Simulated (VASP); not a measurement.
# ZnSe (Fm-3m) in VASP: further runs, part 2 of 2

VASP 6.6.1.

### 3 Vibrations by perturbation theory, PBEsol

This run uses another cell than the first one, of 18.69 Å³/atom.

INCAR reads:

```
  PREC = Accurate
  ENCUT = 520
  EDIFF = 1E-8
  ISMEAR = -1
  SIGMA = 0.15
  LREAL = False
  LASPH = True
  NELM = 60
  ALGO = Normal
  ISIF = 2
  LWAVE = False
  LCHARG = False
  GGA = PS
  NBANDS = 16
  IBRION = 8
  NSW = 1
```

KPOINTS reads:

```
Automatic mesh
0
Gamma
  14 14 14
```

POSCAR reads:

```
ZnSe
1.0
    0.0000000000      2.6539000000      2.6539000000
    2.6539000000      0.0000000000      2.6539000000
    2.6539000000      2.6539000000      0.0000000000
Zn Se
1 1
Direct
    0.0000000000      0.0000000000      0.0000000000
    0.5000000000      0.5000000000      0.5000000000
```

Potentials or basis: VASP PAW PBE potentials, release 64 (Zn, Se).

Started as:

```sh
$ cat potpaw_PBE.64/Zn/POTCAR potpaw_PBE.64/Se/POTCAR > POTCAR
$ mpirun -np 1 vasp_std > vasp.out
```

OUTCAR:

```text
PREC = Accurate
   ENCUT = 520
   EDIFF = 1E-8
   ISMEAR = -1
   LREAL = False
   LASPH = True
   NELM = 60
   ISIF = 2
   GGA = PS
   IBRION = 8
   NSW = 1

 ion  position               nearest neighbor table
   1  0.000  0.000  0.000-   2 2.65   2 2.65   2 2.65   2 2.65   2 2.65   2 2.65
   2  0.500  0.500  0.500-   1 2.65   1 2.65   1 2.65   1 2.65   1 2.65   1 2.65

  LATTYP: Found a face centered cubic cell.
 ALAT       =     5.3078000000

  Lattice vectors:

 A1 = (   0.0000000000,   2.6539000000,   2.6539000000)
 A2 = (   2.6539000000,   0.0000000000,   2.6539000000)
 A3 = (   2.6539000000,   2.6539000000,   0.0000000000)

Analysis of symmetry for initial positions (statically):
=====================================================================
 Subroutine PRICEL returns:
 Original cell was already a primitive cell.

 Routine SETGRP: Setting up the symmetry group for a
 face centered cubic supercell.

 Subroutine GETGRP returns: Found 48 space group operations
 (whereof 48 operations were pure point group operations)
 out of a pool of 48 trial point group operations.

The static configuration has the point symmetry O_h .

Analysis of symmetry for dynamics (positions and initial velocities):
=====================================================================
 Subroutine PRICEL returns:
 Original cell was already a primitive cell.

 Routine SETGRP: Setting up the symmetry group for a
 face centered cubic supercell.

 Subroutine GETGRP returns: Found 48 space group operations
 (whereof 48 operations were pure point group operations)
 out of a pool of 48 trial point group operations.
[... 639 lines left out ...]
    total drift:                               -0.000000      0.000000      0.000000

  FREE ENERGIE OF THE ION-ELECTRON SYSTEM (eV)
  ---------------------------------------------------
  free  energy   TOTEN  =        -6.2777018153 eV

  energy  without entropy=       -6.2393348497  energy(sigma->0) =       -6.25851833

[... ionic steps 2 to 3 ...]

--------------------------------------- Ionic step        4  -------------------------------------------

------------------------ aborting loop because EDIFF is reached ----------------------------------------

[... ionic steps 5 to 6 ...]

--------------------------------------- Ionic step        7  -------------------------------------------

 Free energy of the ion-electron system (eV)
  ---------------------------------------------------
  ---------------------------------------------------
  free energy    TOTEN  =        -0.07952155 eV

  energy without entropy =       -0.07952154

------------------------ aborting loop because EDIFF is reached ----------------------------------------

 INTERNAL STRAIN TENSOR  FOR ION    2  DIRECTION 1   (eV/Angst):
 -----------------------------------------------------------------------------
    -0.04634 -0.00000  0.00000
     0.00000  0.03349  0.00000
     0.00000  0.00000  0.03349

 INTERNAL STRAIN TENSOR FOR ION    2 for displacements in x,y,z  (eV/Angst):
          X           Y           Z          XY          YZ          ZX
  --------------------------------------------------------------------------------
  x     0.00000     0.00000     0.00000     0.00000     0.00000     0.00000
  y     0.00000     0.00000     0.00000     0.00000     0.00000     0.00000
  z     0.00000     0.00000     0.00000     0.00000     0.00000     0.00000

 SECOND DERIVATIVES (NOT SYMMETRIZED)
 ------------------------------------
               1X          1Y          1Z          2X          2Y          2Z
  1X    -0.830143    0.000000    0.000000    0.830143    0.000000    0.000000
  1Y     0.000000   -0.830143    0.000000    0.000000    0.830143    0.000000
  1Z     0.000000    0.000000   -0.830143    0.000000    0.000000    0.830143
  2X     0.746851    0.000000    0.000000   -0.746851    0.000000    0.000000
  2Y     0.000000    0.746851    0.000000    0.000000   -0.746851    0.000000
  2Z     0.000000    0.000000    0.746851    0.000000    0.000000   -0.746851

 Eigenvectors and eigenvalues of the dynamical matrix
 ----------------------------------------------------

   1 f  =    2.327684 THz    14.625269 2PiTHz   77.643175 cm-1     9.626522 meV
             X         Y         Z           dx          dy          dz
      0.000000  0.000000  0.000000     0.000000    0.756934    0.000000
      2.653900  2.653900  2.653900     0.000000   -0.653491    0.000000
[... 21 lines left out ...]
   6 f/i=    0.060854 THz     0.382359 2PiTHz    2.029884 cm-1     0.251673 meV
             X         Y         Z           dx          dy          dz
      0.000000  0.000000  0.000000     0.000000    0.000000   -0.653491
      2.653900  2.653900  2.653900     0.000000    0.000000   -0.756934

--------------------------------------------------------------------------------------------------------

 ELASTIC MODULI CONTR FROM IONIC RELAXATION (kBar)
 Direction    XX          YY          ZZ          XY          YZ          ZX
 --------------------------------------------------------------------------------
 XX           0.0000      0.0000      0.0000      0.0000      0.0000      0.0000
 YY           0.0000      0.0000      0.0000      0.0000      0.0000      0.0000
 ZZ           0.0000      0.0000      0.0000      0.0000      0.0000      0.0000
 XY           0.0000      0.0000      0.0000      0.0000      0.0000      0.0000
 YZ           0.0000      0.0000      0.0000      0.0000      0.0000      0.0000
 ZX           0.0000      0.0000      0.0000      0.0000      0.0000      0.0000
 --------------------------------------------------------------------------------
```

OSZICAR:

```text
N       E                     dE             d eps       ncg     rms          rms(c)
DAV:   1     0.838992104583E+02    0.83899E+02   -0.89119E+03  3344   0.138E+03
DAV:   2    -0.173992331680E+01   -0.85639E+02   -0.80184E+02  3768   0.254E+02
DAV:   3    -0.657681601389E+01   -0.48369E+01   -0.47990E+01  4056   0.585E+01
[... 41 lines left out ...]
RMM:   8    -0.795223964533E-01   -0.10958E-05   -0.52935E-08 14145   0.352E-04    0.136E-04
RMM:   9    -0.795216105579E-01    0.78590E-06   -0.55741E-08 14167   0.102E-04    0.137E-05
RMM:  10    -0.795215396369E-01    0.70921E-07   -0.59403E-08 14574   0.326E-05    0.637E-06
RMM:  11    -0.795215519452E-01   -0.12308E-07   -0.64552E-08 12741   0.146E-05    0.148E-06
RMM:  12    -0.795215547913E-01   -0.28461E-08   -0.56885E-08  9167   0.946E-06    0.199E-07
 Linear response finished
```

It took 12 min on 1 thread of Intel Xeon 8259CL, shared host; peak memory 0.43 GiB.

Results:

```yaml
Highest_phonon_frequency_at_Γ_LO-TO_splitting_left_out: 78 cm⁻¹
```

Phonon frequencies in cm⁻¹ (negative: imaginary):
| q point | frequencies |
| --- | --- |
| (0.000, 0.000, 0.000) | -2 -2 -2 78 78 78 |

Caveat: the cell stands under pressure or tension, which shifts response properties; the PAW data sets were made with another functional, which shifts forces and pressure a little.
